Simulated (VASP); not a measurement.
# Al2Cu (Fmmm) in VASP: a series of runs

Runs on Al2Cu. Level: LDA. Tasks: single point.

Everything below comes from runs of VASP 6.6.1. Logs are shortened: lines on timing, memory, paths and dates and some standing lists are left out, and cuts for length are marked.

### Step 1. The cell of the first run

The structure is orthorhombic, space group Fmmm (No. 69). The conventional cell has a = 5.453 Å, b = 5.755 Å, c = 5.802 Å, α = 90.00°, β = 90.00°, γ = 90.00°. Within 3.2 Å of Al (site symmetry 222) lie 4 Cu at 2.46 Å and 6 Al at 2.73 to 2.90 Å. Cu (site symmetry mmm) has 8 Al at 2.46 Å within 3.2 Å.

### Step 2. Single point, LDA

INCAR reads:

```
SYSTEM = Al2Cu
PREC = Accurate
ENCUT = 520
EDIFF = 1E-7
ISMEAR = 0
SIGMA = 0.15
LREAL = .FALSE.
LASPH = .TRUE.
NELM = 100
ALGO = Fast
ISIF = 2
LWAVE = .FALSE.
LCHARG = .TRUE.
GGA = CA
LELF = .TRUE.
LVHAR = .TRUE.
NBANDS = 16
```

KPOINTS reads:

```
Automatic mesh
0
G
  14 14 14
  0 0 0
```

POSCAR reads:

```
Al2Cu
1.0
   -1.9277902631      1.9277902631      2.9011648577
    1.9277902631     -1.9277902631      2.9011648577
    2.0348396054      2.0348396054     -2.9011648577
Al Cu
2 1
Direct
    0.7500000000      0.2500000000      0.5000000000
    0.2500000000      0.7500000000      0.5000000000
    0.5000000000      0.5000000000      0.0000000000
```

Potentials or basis: VASP PAW LDA potentials, release 64 (Al, Cu).

On the command line:

```bash
$ cat potpaw_LDA.64/Al/POTCAR potpaw_LDA.64/Cu/POTCAR > POTCAR
$ mpirun -np 1 vasp_std > vasp.out
```

OUTCAR:

```text
SYSTEM = Al2Cu
   PREC = Accurate
   ENCUT = 520
   EDIFF = 1E-7
   ISMEAR = 0
   LREAL = .FALSE.
   LASPH = .TRUE.
   NELM = 100
   ISIF = 2
   GGA = CA

 ion  position               nearest neighbor table
   1  0.750  0.250  0.500-   3 2.46   3 2.46   3 2.46   3 2.46   2 2.73   2 2.73   2 2.88   2 2.88
                             2 2.90   2 2.90
   2  0.250  0.750  0.500-   3 2.46   3 2.46   3 2.46   3 2.46   1 2.73   1 2.73   1 2.88   1 2.88
                             1 2.90   1 2.90
   3  0.500  0.500  0.000-   2 2.46   1 2.46   2 2.46   1 2.46   1 2.46   2 2.46   1 2.46   2 2.46

  LATTYP: Found a face centered orthorhombic cell.
 ALAT       =     5.4526142710
 B/A-ratio  =     1.0555295586
 C/A-ratio  =     1.0641372059

  Lattice vectors:

 A1 = (   2.0348396054,   2.0348396054,   2.9011648577)
 A2 = (   1.9277902631,  -1.9277902631,   2.9011648577)
 A3 = (   3.9626298685,   0.1070493423,   0.0000000000)

Analysis of symmetry for initial positions (statically):
=====================================================================
 Subroutine PRICEL returns:
 Original cell was already a primitive cell.

 Routine SETGRP: Setting up the symmetry group for a
 face centered orthorhombic supercell.

 Subroutine GETGRP returns: Found  8 space group operations
 (whereof  8 operations were pure point group operations)
 out of a pool of  8 trial point group operations.

The static configuration has the point symmetry D_2h.

Analysis of symmetry for dynamics (positions and initial velocities):
=====================================================================
 Subroutine PRICEL returns:
 Original cell was already a primitive cell.

 Routine SETGRP: Setting up the symmetry group for a
 face centered orthorhombic supercell.

 Subroutine GETGRP returns: Found  8 space group operations
 (whereof  8 operations were pure point group operations)
 out of a pool of  8 trial point group operations.

The dynamic configuration has the point symmetry D_2h.

 Subroutine INISYM returns: Found  8 space group operations
 (whereof  8 operations are pure point group operations),
 and found     1 'primitive' translations

----------------------------------------------------------------------------------------

                                     Primitive cell

  volume of cell :      45.5221

  direct lattice vectors                    reciprocal lattice vectors
    -1.927790263  1.927790263  2.901164858    -0.006822351  0.252541964  0.172344567
     1.927790263 -1.927790263  2.901164858     0.252541964 -0.006822351  0.172344567
     2.034839605  2.034839605 -2.901164858     0.245719613  0.245719613  0.000000000

  length of vectors
     3.981144073  3.981144073  4.086306642     0.305821251  0.305821251  0.347500009

  position of ions in fractional coordinates (direct lattice)
     0.750000000  0.250000000  0.500000000
     0.250000000  0.750000000  0.500000000
     0.500000000  0.500000000  0.000000000

  ion indices of the primitive-cell ions
   primitive index   ion index
                 1           1
                 2           2
                 3           3

----------------------------------------------------------------------------------------

 KPOINTS: Automatic mesh

Automatic generation of k-mesh.
 Grid dimensions read from file:
 generate k-points for:   14   14   14

 Generating k-lattice:

  Cartesian coordinates                     Fractional coordinates (reciprocal lattice)
    -0.000487311  0.018038712  0.012310326     0.071428571  0.000000000 -0.000000000
     0.018038712 -0.000487311  0.012310326     0.000000000  0.071428571 -0.000000000
     0.017551401  0.017551401  0.000000000     0.000000000  0.000000000  0.071428571

  Length of vectors
     0.021844375  0.021844375  0.024821429

  Shift w.r.t. Gamma in fractional coordinates (k-lattice)
     0.000000000  0.000000000  0.000000000

 Subroutine IBZKPT returns following result:
 ===========================================

 Found    428 irreducible k-points:

 Following reciprocal coordinates:
            Coordinates               Weight
  0.000000  0.000000  0.000000      1.000000
  0.071429  0.000000  0.000000      8.000000
  0.142857  0.000000  0.000000      8.000000
  0.214286 -0.000000  0.000000      8.000000
  0.285714  0.000000  0.000000      8.000000
  0.357143 -0.000000  0.000000      8.000000
[... 16 lines left out ...]
  0.214286  0.142857  0.000000      8.000000
  0.285714  0.142857  0.000000      8.000000
 [... further k-points ...]
   k-points           NKPTS =    428   k-points in BZ     NKDIM =    428   number of bands    NBANDS=     16
   number of dos      NEDOS =    301   number of ions     NIONS =      3
   total plane-waves  NPLWV =  27000
   dimension x,y,z NGX =    30 NGY =   30 NGZ =   30
   dimension x,y,z NGXF=    60 NGYF=   60 NGZF=   60
   ions per type =               2   1
   NGX,Y,Z   is equivalent  to a cutoff of  12.53, 12.53, 12.21 a.u.
   NGXF,Y,Z  is equivalent  to a cutoff of  25.05, 25.05, 24.41 a.u.
 SYSTEM =  Al2Cu
   PREC   = accura    normal or accurate (medium, high low for compatibility)
   ISTART =      0    job   : 0-new  1-cont  2-samecut
   ICHARG =      2    charge: 1-file 2-atom 10-const
   ISPIN  =      1    spin polarized calculation?
   LNONCOLLINEAR =      F non collinear calculations
   LSORBIT =      F    spin-orbit coupling
   LASPH  =      T    aspherical Exc in radial PAW
   ENCUT  =  520.0 eV  38.22 Ry    6.18 a.u.   7.40  7.40  7.60*2*pi/ulx,y,z
   NELM   =    100;   NELMIN=  2; NELMDL= -5     # of ELM steps
   EDIFF  = 0.1E-06   stopping-criterion for ELM
   LREAL  =      F    real-space projection
   EDIFFG = 0.1E-05   stopping-criterion for IOM
   NSW    =      0    number of steps for IOM
   IBRION =     -1    ionic relax: 0-MD 1-quasi-New 2-CG
   NFREE  =      0    steps in history (QN), initial steepest desc. (CG)
   ISIF   =      2    stress and relaxation
   ISYM   =      2    0-nonsym 1-usesym 2-fastsym
   POTIM  = 0.5000    time-step for ionic-motion
   TEBEG  =    0.0;   TEEND  =   0.0 temperature during run
   PSTRESS=    0.0 pullay stress
   NELECT =      17.0000    total number of electrons
   NUPDOWN=      -1.0000    fix difference up-down
   EMIN   =  10.00;   EMAX   =-10.00  energy-range for DOS
   EFERMI =   0.00;   METHOD = LEGACY
   ISMEAR =     0;   SIGMA  =   0.15  broadening in eV -4-tet -1-fermi 0-gaus
   EFERMI_NEDOS =   21; number of points for ismear=-14 and -15
   IALGO  =     68    algorithm
   IMIX   =      4    mixing-type and parameters
     AMIX     =   0.40;   BMIX     =  1.00
     AMIX_MAG =   1.60;   BMIX_MAG =  1.00
  volume/ion in A,a.u.               =      15.17       102.40
  Fermi-wavevector in a.u.,A,eV,Ry     =   1.178918  2.227832 18.910033  1.389848
  Thomas-Fermi vector in A             =   2.315239
   LORBIT       =      0    0 simple, 1 ext, 2 COOP (PROOUT), +10 PAW based schemes
   GGA     = CA    functional components
   LHFCALC =     F    Hartree Fock is set to
   AEXX    =    0.0000 exact exchange contribution
   IVDW    =     0    specifies the selected vdW correction
   LEPSILON=     F    determine dielectric tensor
   LRPA    =     F    only Hartree local field effects (RPA)
 non-spin polarized calculation
 RMM-DIIS sequential band-by-band and
 Gauss-broadening in eV      SIGMA  =   0.15
  energy-cutoff  :      520.00
  volume of cell :       45.52
 maximum number of plane-waves:      1244
 NGX is ok and might be reduce to    30
   NGX = 15   NGY = 15   NGZ = 15

 number of electron      17.0000008 magnetization

 Free energy of the ion-electron system (eV)
  ---------------------------------------------------
  ext. energy  EPLUGINS =         0.00000000
  ---------------------------------------------------
  free energy    TOTEN  =       -13.66948580 eV

  energy without entropy =      -13.65930192  energy(sigma->0) =      -13.66439386

 E-fermi :   7.3027     XC(G=0): -10.8636

 val. band max:        7.3023159377   @ k =  -0.2143   0.3571   0.2143
 cond. band min:       7.3092701774   @ k =  -0.2143   0.0714   0.0714
 fundamental gap:      0.0069542397
 Fermi energy:         7.3026631334

 k-point     1 :       0.0000    0.0000    0.0000
  band No.  band energies     occupation
      1      -3.1802      2.00000
      2       2.4607      2.00000
      3       2.5183      2.00000
      4       2.5257      2.00000
      5       3.0353      2.00000
      6       3.1339      2.00000
[... 8 lines left out ...]
     15      13.9445      0.00000
     16      14.5799      0.00000

 k-point     2 :       0.0714    0.0000    0.0000
  band No.  band energies     occupation
      1      -3.1096      2.00000
      2       2.4545      2.00000
      3       2.5170      2.00000
      4       2.5332      2.00000
      5       3.0333      2.00000
      6       3.1302      2.00000
[... 8 lines left out ...]
     15      13.5122      0.00000
     16      14.7091      0.00000

 k-point     3 :       0.1429    0.0000    0.0000
  band No.  band energies     occupation
      1      -2.8988      2.00000
      2       2.4018      2.00000
      3       2.5355      2.00000
      4       2.5599      2.00000
      5       3.0307      2.00000
      6       3.1213      2.00000
[... 8 lines left out ...]
     15      13.6841      0.00000
     16      14.2519      0.00000

 k-point     4 :       0.2143   -0.0000    0.0000
  band No.  band energies     occupation
      1      -2.5505      2.00000
      2       2.2873      2.00000
      3       2.5757      2.00000
      4       2.5928      2.00000
      5       3.0367      2.00000
      6       3.1134      2.00000
[... 8 lines left out ...]
     15      13.7051      0.00000
     16      14.8122      0.00000
[... 324 lines left out ...]
 k-point    22 :       0.1429    0.1429    0.0000
  band No.  band energies     occupation
      1      -2.4631      2.00000
      2       2.3508      2.00000
      3       2.5326      2.00000
      4       2.6320      2.00000
      5       2.9789      2.00000
      6       3.1361      2.00000
[... 8 lines left out ...]
     15      15.7216      0.00000
     16      16.6888      0.00000

 k-point    23 :       0.2143    0.1429    0.0000
  band No.  band energies     occupation
      1      -2.0427      2.00000
      2       2.2390      2.00000
      3       2.5534      2.00000
      4       2.6795      2.00000
      5       2.9715      2.00000
      6       3.1371      2.00000
[... 8 lines left out ...]
     15      16.0072      0.00000
     16      17.2798      0.00000

 k-point    24 :       0.2857    0.1429    0.0000
  band No.  band energies     occupation
      1      -1.4984      2.00000
      2       2.0158      2.00000
      3       2.5744      2.00000
      4       2.7070      2.00000
      5       2.9992      2.00000
      6       3.1261      2.00000
[... 8 lines left out ...]
     15      15.5031      0.00000
     16      17.9652      0.00000

 [... further k-points ...]
[... 5 lines left out ...]
  --------------------------------------------------------------------------------------
  -------------------------------------------------------------------------------------
  Total        0.5725490      0.5725490     -0.5769938     -0.9566742      0.0000000      0.0000000
  in kB       20.1511997     20.1511997    -20.3076369    -33.6707094      0.0000000      0.0000000
  external PRESSURE =       6.6649208 kB  Pullay stress =       0.0000000 kB

 VOLUME and BASIS-vectors are now :
 -----------------------------------------------------------------------------
  energy-cutoff  :      520.00
  volume of cell :       45.52
      direct lattice vectors                 reciprocal lattice vectors
    -1.927790263  1.927790263  2.901164858    -0.006822351  0.252541964  0.172344567
     1.927790263 -1.927790263  2.901164858     0.252541964 -0.006822351  0.172344567
     2.034839605  2.034839605 -2.901164858     0.245719613  0.245719613  0.000000000

 POSITION                                       TOTAL-FORCE (eV/Angst)
 -----------------------------------------------------------------------------------
      0.05352      1.98131      1.45058        -0.000000     -0.000000     -0.000000
      1.98131      0.05352      1.45058         0.000000      0.000000     -0.000000
      0.00000      0.00000      2.90116         0.000000      0.000000      0.000000
 -----------------------------------------------------------------------------------
    total drift:                                0.000000     -0.000000      0.000000

  FREE ENERGIE OF THE ION-ELECTRON SYSTEM (eV)
  ---------------------------------------------------
  free  energy   TOTEN  =       -13.6694858033 eV

  energy  without entropy=      -13.6593019161  energy(sigma->0) =      -13.66439386
```

Wall time 6.3 min (1 thread of Intel Xeon Platinum 8488C (Sapphire Rapids), shared host); peak memory 0.39 GiB.

What came out:

```yaml
Free_energy: -13.6695 eV
Pressure: 0.7 GPa
Band_gap_on_the_k_mesh: zero (an odd number of electrons rules out a gap without spin polarisation)
```

Caveat: the cell differs from its parent crystal (strain +e along x and -e along y -0.0267, strain +e along z and -e/2 along x and y +0.0233).

### Step 3. Single point, LDA

INCAR reads:

```
SYSTEM = Al2Cu
PREC = Accurate
ENCUT = 520
EDIFF = 1E-7
ISMEAR = 0
SIGMA = 0.15
LREAL = .False.
LASPH = .True.
NELM = 80
ALGO = Fast
ISIF = 2
LWAVE = .False.
LCHARG = .False.
GGA = CA
NBANDS = 16
```

KPOINTS reads:

```
Automatic mesh
0
Gamma
  14 14 14
  0 0 0
```

POSCAR reads:

```
Al2Cu
1.0
   -1.9244825587      1.9244825587      2.8351068677
    1.9244825587     -1.9244825587      2.8351068677
    2.0848561053      2.0848561053     -2.8351068677
Al Cu
2 1
Direct
    0.7500000000      0.2500000000      0.5000000000
    0.2500000000      0.7500000000      0.5000000000
    0.5000000000      0.5000000000      0.0000000000
```

Potentials or basis: VASP PAW LDA potentials, release 64 (Al, Cu).

On the command line:

```bash
$ cat potpaw_LDA.64/Al/POTCAR potpaw_LDA.64/Cu/POTCAR > POTCAR
$ mpirun -np 1 vasp_std > vasp.out
```

It took 6.1 min on 1 thread of Intel Xeon Platinum 8488C (Sapphire Rapids), shared host; peak memory 0.39 GiB.

The run converged. Its results:

```
Free energy            : -13.6573 eV
Pressure               : 0.8 GPa
Band gap on the k mesh : zero (an odd number of electrons rules out a gap without spin polarisation)
```

Stress tensor (GPa, compression positive):
```
 1.12 -4.43  0.00
-4.43  1.12  0.00
 0.00  0.00  0.05
```

Levels at points of the mesh, in eV from the Fermi level:
```csv
k point,band 6,band 7,band 8,band 9,band 10,band 11,band 12,band 13
"(0.00, 0.00, 0.00)",-4.16,2.60,2.61,2.95,3.07,3.23,3.51,4.56
"(0.50, 0.00, 0.00)",-4.15,-4.09,0.29,0.90,2.64,3.08,4.34,4.60
"(0.50, 0.50, 0.00)",-4.08,-3.77,-2.44,-2.16,-0.04,1.29,9.17,10.12
"(0.00, 0.00, 0.50)",-4.07,-3.99,-1.91,-1.61,0.96,1.77,9.09,10.46
"(0.50, 0.50, 0.50)",-4.09,-3.86,-2.31,-1.72,0.47,1.56,8.97,9.64
```

Caveat: the cell differs from its parent crystal (strain +e along x and -e along y -0.0400, strain +e along z and -e/2 along x and y +0.0000).

### Step 4. Single point, LDA

INCAR reads:

```
PREC = Accurate
ENCUT = 520
EDIFF = 1E-6
ISMEAR = 0
SIGMA = 0.15
LREAL = False
LASPH = True
NELM = 60
ALGO = Fast
ISIF = 2
LWAVE = False
LCHARG = False
GGA = CA
NBANDS = 16
```

KPOINTS reads:

```
regular mesh
0
Gamma
  14 14 14
```

POSCAR reads:

```
Al2Cu
1.0
   -1.9043356319      1.9043356319      2.9675063584
    1.9043356319     -1.9043356319      2.9675063584
    2.0113849743      2.0113849743     -2.9675063584
Al Cu
2 1
Direct
    0.7500000000      0.2500000000      0.5000000000
    0.2500000000      0.7500000000      0.5000000000
    0.5000000000      0.5000000000      0.0000000000
```

On the command line:

```bash
$ cat potpaw_LDA.64/Al/POTCAR potpaw_LDA.64/Cu/POTCAR > POTCAR
$ mpirun -np 1 vasp_std > vasp.out
```

Run time: 5.3 min. Hardware: 1 thread of Intel Xeon Platinum 8488C (Sapphire Rapids), shared host; peak memory 0.39 GiB.

It converged, with:

```
Free energy            : -13.6317 eV
Pressure               : 1.3 GPa
Band gap on the k mesh : zero (an odd number of electrons rules out a gap without spin polarisation)
```

Stress tensor (GPa, compression positive):
```
 3.67 -3.81  0.00
-3.81  3.67  0.00
 0.00  0.00 -3.48
```

Levels at points of the mesh, in eV from the Fermi level:
```csv
k point,band 7,band 8,band 9,band 10,band 11,band 12
"(0.00, 0.00, 0.00)",2.50,2.56,2.95,3.13,3.31,3.60
"(0.50, 0.00, 0.00)",-4.07,0.23,0.95,2.55,3.05,4.49
"(0.50, 0.50, 0.00)",-3.72,-2.52,-2.21,-0.15,1.23,9.20
"(0.00, 0.00, 0.50)",-3.85,-2.33,-1.62,0.53,1.60,8.89
"(0.50, 0.50, 0.50)",-3.98,-1.91,-1.50,1.05,1.82,9.06
```

Caveat: the cell differs from its parent crystal (strain +e along x and -e along y -0.0267, strain +e along z and -e/2 along x and y +0.0467).

### Step 5. Overview

```csv
cell,further INCAR settings,gap on the mesh (eV),pressure (GPa)
"a = 3.981, b = 3.981, c = 4.086 Å, angles 121.2, 121.2, 86.4°, 3 atoms",ALGO = Fast; EDIFF = 1e-07; NBANDS = 16,none,0.7
"a = 3.930, b = 3.930, c = 4.090 Å, angles 120.0, 120.0, 87.7°, 3 atoms",ALGO = Fast; EDIFF = 1e-07; NBANDS = 16,none,0.8
"a = 4.007, b = 4.007, c = 4.111 Å, angles 122.3, 122.3, 84.5°, 3 atoms",ALGO = Fast; EDIFF = 1e-06; NBANDS = 16,none,1.3
```

Alike in all rows: task single point; level LDA; potentials or basis VASP PAW LDA potentials, release 64 (Al, Cu); no spin polarisation; k mesh 14 × 14 × 14; cutoff (eV) 520; smearing gaussian 0.15 eV.

Total energies depend on the potentials used, so only differences within one code and one set of settings carry meaning.
